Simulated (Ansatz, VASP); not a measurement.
# TaN: VASP beside Ansatz

```
Ta N
1.0
     3.04800    0.00000    0.00000
    -1.52400    2.63965    0.00000
     0.00000    0.00000    5.01636
Ta N
2 2
Direct
  0.00000 0.00000 0.00000
  0.00000 0.00000 0.50000
  0.33333 0.66667 0.25000
  0.66667 0.33333 0.75000
```

Change from the starting cell: zz strain of +2 %, PAW files.

Alike in both runs: task electric field gradients; functional PBE; k mesh 9 × 9 × 5; occupations fermi-dirac, width 0.01 eV; no spin polarisation.

|  | VASP | Ansatz |
| --- | --- | --- |
| version | VASP 6.6.1 | Ansatz 0.2.0 |
| potentials or method | VASP PAW PBE potentials, release 64 (Ta_pv, N) | PAW with Ansatz's default frozen-core files, scalar-relativistic |
| plane-wave cutoff (eV) | 520 | 420 |
| valence electrons in the cell | 32 | 36 |

Ansatz gave:

```
pressure (GPa)                                                : 47.0
traceless stress, the component that is largest in VASP (GPa) : 53.85
size of Vzz on the site where it differs most (V/Å²)          : 216.7
```

Q: Which values does VASP return?

A: Pressure (GPa): 48.2; traceless stress, the component that is largest in VASP (GPa): 54.17; size of Vzz on the site where it differs most (V/Å²): 187.8.

Both programs put the cell under a high pressure, so it lies far from rest at this level. The functional is the same, so the differences come from potentials, cutoffs and numerics. VASP's potentials hold 32 valence electrons a cell and Ansatz's 36, so a difference there can come from the potentials and not from the codes.

Neither program's run includes spin-orbit coupling.
